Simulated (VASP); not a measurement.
Runs of VASP 6.6.1 on CeO2. The structure is that of space group Fm-3m (No. 225), or close to it. The cells are those of the table. 

| cell | k mesh | smearing | gap on the mesh (eV) | pressure (GPa) |
| --- | --- | --- | --- | --- |
| a = 3.976 Å, angles 60.0°, 3 atoms | 10 × 10 × 10 | gaussian 0.02 eV | 1.64 | (a) |
| a = 3.824 Å, angles 60.0°, 3 atoms | 6 × 6 × 6 | gaussian 0.1 eV | 2.07 | 5.8 |
| a = 3.864 Å, angles 60.0°, 3 atoms | 10 × 10 × 10 | gaussian 0.02 eV | 1.89 | 0.0 |
| a = 3.939 Å, angles 60.0°, 3 atoms | 10 × 10 × 10 | gaussian 0.02 eV | 1.72 | (d) |
| a = 3.744 Å, angles 60.0°, 3 atoms | 10 × 10 × 10 | gaussian 0.02 eV | (b) | 20.2 |
| a = 3.825 Å, angles 60.0°, 3 atoms | 10 × 10 × 10 | gaussian 0.02 eV | 1.97 | 5.7 |
| a = 3.785 Å, angles 60.0°, 3 atoms | 10 × 10 × 10 | gaussian 0.02 eV | 2.07 | (c) |
| a = 3.902 Å, angles 60.0°, 3 atoms | 10 × 10 × 10 | gaussian 0.02 eV | 1.80 | -4.7 |

Alike in all rows: task single point; level PBE; potentials or basis VASP PAW PBE potentials, release 64 (Ce, O); no spin polarisation; cutoff (eV) 520.

**Question.** Fill in the values left out.

**Answer.** (a) -12.4; (b) 2.16; (c) 12.3; (d) -8.9.

Caveats: spin-orbit coupling is left out, which moves the levels of the heavy elements; semilocal functionals describe open f shells poorly, which spoils levels, moments and volumes; the cell stands under pressure (at least some runs); the cell stands under tension (at least some runs).

A k mesh can miss the band edges, and the runs leave out spin-orbit coupling on Ce.
